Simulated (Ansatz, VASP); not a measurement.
**One calculation of ZrSi3O8, two programs**

INCAR

```
SYSTEM = ZrSi3O8
  ALGO = Normal
  EDIFF = 1E-6
  ENCUT = 520
  GGA = PE
  ISIF = 2
  ISMEAR = -1
  LASPH = .True.
  LCHARG = .False.
  LREAL = .False.
  LWAVE = .False.
  NBANDS = 48
  NELM = 60
  PREC = Accurate
  SIGMA = 0.02
```

KPOINTS

```
k-points
0
Gamma
  8 4 4
  0 0 0
```

The input POSCAR:

```
ZrSi3O8
1.0
    3.4697124333      0.0000000000      0.0000000000
    0.0000000000      5.8136653970      0.0000000000
    0.0000000000      0.0000000000      5.7462852975
Si O Zr
3 8 1
Direct
    0.0000000000      0.7525726852      0.0581199287
    0.5000000000      0.0000000000      0.4210997712
    0.0000000000      0.2474273148      0.0581199287
    0.5000000000      0.7945903940      0.6161756343
    0.5000000000      0.7656608517      0.1569452028
    0.0000000000      0.0000000000      0.3370224294
    0.0000000000      0.0000000000      0.9143606796
    0.5000000000      0.2054096060      0.6161756343
    0.5000000000      0.2343391483      0.1569452028
    0.0000000000      0.5000000000      0.2963889800
    0.0000000000      0.5000000000      0.8906455911
    0.5000000000      0.5000000000      0.4780010173
```

Input for Ansatz:

```yaml
crystal:
  lattice:
    - [3.4697124333, 0.0, 0.0]
    - [0.0, 5.813665397, 0.0]
    - [0.0, 0.0, 5.7462852975]
  atoms:
    - { symbol: Si, position: [0.0, 0.7525726852, 0.0581199287] }
    - { symbol: Si, position: [0.5, 0.0, 0.4210997712] }
    - { symbol: O, position: [0.5, 0.794590394, 0.6161756343] }
    - { symbol: O, position: [0.5, 0.7656608517, 0.1569452028] }
    - { symbol: O, position: [0.0, 0.0, 0.3370224294] }
    - { symbol: O, position: [0.0, 0.0, 0.9143606796] }
    - { symbol: Si, position: [0.0, 0.2474273148, 0.0581199287] }
    - { symbol: Zr, position: [0.5, 0.5, 0.4780010173] }
    - { symbol: O, position: [0.5, 0.205409606, 0.6161756343] }
    - { symbol: O, position: [0.5, 0.2343391483, 0.1569452028] }
    - { symbol: O, position: [0.0, 0.5, 0.29638898] }
    - { symbol: O, position: [0.0, 0.5, 0.8906455911] }
kpoints:
  mp_grid: { grid: [8, 4, 4] }
  band_path:
    path:
      - [[0.0, 0.0, 0.0], [0.5, 0.0, 0.0], [0.5, 0.5, 0.0], [0.0, 0.5, 0.0], [0.0, 0.0, 0.0], [0.0, 0.0, 0.5], [0.5, 0.0, 0.5], [0.5, 0.5, 0.5], [0.0, 0.5, 0.5], [0.0, 0.0, 0.5]]
      - [[0.5, 0.0, 0.0], [0.5, 0.0, 0.5]]
      - [[0.0, 0.5, 0.0], [0.0, 0.5, 0.5]]
      - [[0.5, 0.5, 0.0], [0.5, 0.5, 0.5]]
    npoints: 10
hamiltonian:
  xc: pbe
scf:
  occupations: { method: fermi_dirac, width: 0.02 }
  n_extra_bands: 7
output:
  forces: true
  stress: true
  eigenvalues: true
  write_density: true
  write_potential: true
  elf: true
  volumetric_format: npy
```

Alike in both runs: task single point; functional PBE; k mesh 8 × 4 × 4; occupations fermi-dirac, width 0.02 eV; no spin polarisation.

|  | VASP | Ansatz |
| --- | --- | --- |
| version | VASP 6.6.1 | Ansatz 0.2.0 |
| potentials or method | VASP PAW PBE potentials, release 64 (Si, O, Zr_sv) | plane waves, PAW |
| plane-wave cutoff (eV) | 520 | 420 |
| valence electrons in the cell | 72 | 72 |

|  | VASP | Ansatz | Ansatz less VASP |
| --- | --- | --- | --- |
| gap on the k mesh at the Fermi level (eV) | 3.70 | 3.73 | +0.033 |
| pressure (GPa) | 7.3 | 6.9 | -0.47 |
| rms of the force components (eV/Å) | 0.163 | 0.147 | -0.0157 |

The functional is the same, so the differences come from potentials, cutoffs and numerics.
